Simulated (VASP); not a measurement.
Pd: single point with BLYP

The system is Pd.

```
CELL_PARAMETERS angstrom
0.00000 3.00598 3.00598
3.00598 0.00000 3.00598
3.00598 3.00598 0.00000
ATOMIC_POSITIONS crystal
Pd 0.12500 0.12500 0.12500
Pd 0.87500 0.87500 0.87500
```

This cell differs from its parent crystal: volume scaled by 1.04.

```yaml
Program: VASP 6.6.1
Task: single point
Functional: BLYP
Potentials_or_basis: VASP PAW PBE potentials, release 64 (Pd)
Cutoff: 520 eV
k_mesh: 10 × 10 × 10
Occupations: fermi-dirac, width 0.1 eV
Spin: no spin polarisation
```

```json
{
 "Pressure": "-1.9 GPa",
 "Band gap on the k mesh": "zero (band 10 reaches 3.37 eV, above the bottom of band 11 at 3.06 eV)"
}
```

Levels at points of the mesh, in eV from the Fermi level:
```csv
k point,band 7,band 8,band 9,band 10,band 11,band 12,band 13,band 14
"(0.00, 0.00, 0.00)",-1.15,-1.15,-1.15,-0.20,-0.20,10.77,10.77,10.77
"(0.50, 0.00, 0.00)",-0.89,-0.89,-0.32,-0.32,0.40,1.12,7.91,7.91
"(0.50, 0.50, 0.00)",-1.55,-1.55,-0.18,-0.18,1.83,1.83,4.74,4.74
```

Run time: 25 s on 1 thread of AMD EPYC 9R45 96-Core Processor (Zen 5) (shared host), peak memory 0.16 GiB.

Caveat: the PAW data sets were made with another functional, which shifts forces and pressure a little.
